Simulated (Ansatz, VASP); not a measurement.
**Si in VASP and in Ansatz**

INCAR

```
  PREC = Accurate
  ENCUT = 520
  EDIFF = 1E-6
  ISMEAR = 0
  SIGMA = 0.15
  LREAL = F
  LASPH = T
  NELM = 60
  ALGO = Normal
  ISIF = 2
  LWAVE = F
  LCHARG = T
  GGA = CA
  LELF = T
  LVHAR = T
  NBANDS = 8
```

Contents of KPOINTS:

```
regular mesh
0
Gamma
  24 24 20
```

The input POSCAR:

```
Si
1.0
    2.6205428149      0.0000000000      0.0000000000
   -1.3102714075      2.2694566494      0.0000000000
    0.0000000000      0.0000000000      2.4786861619
Si
1
Direct
    0.0000000000      0.0000000000      0.0000000000
```

Input for Ansatz:

```yaml
crystal:
  lattice:
    - [2.6205428149, 0.0, 0.0]
    - [-1.3102714075, 2.2694566494, 0.0]
    - [0.0, 0.0, 2.4786861619]
  atoms:
    - { symbol: Si, position: [0.0, 0.0, 0.0] }
basis:
  ecutwfc: 420
kpoints:
  mp_grid: { grid: [24, 24, 20] }
hamiltonian:
  xc: lda
scf:
  occupations: { method: gaussian, width: 0.15 }
output:
  forces: true
  stress: true
  eigenvalues: true
```

Change from the starting cell: strain +0.0050 x Voigt [0, 0, 1, 0, 0, 0], atoms carried along.

Alike in both runs: task single point; functional LDA; k mesh 24 × 24 × 20; occupations gaussian, width 0.15 eV; no spin polarisation.

```csv
,VASP,Ansatz
version,VASP 6.6.1,Ansatz 0.2.0
potentials or method,"VASP PAW LDA potentials, release 64 (Si), cutoff 520 eV","scalar-relativistic, plane waves, PAW"
valence electrons in the cell,4,4
```

VASP gave:

* gap on the k mesh at the Fermi level (eV): none
* pressure (GPa): -1.4
* traceless stress, the component that is largest in VASP (GPa): -1.22

Question: Which values does Ansatz return?

Answer: gap on the k mesh at the Fermi level (eV): none; pressure (GPa): -1.4; traceless stress, the component that is largest in VASP (GPa): -1.20.

LDA's correlation is that of Perdew and Zunger in VASP and of Perdew and Wang (1992) in Ansatz. A gap of «none» marks a metal or a gap that the smearing closes.
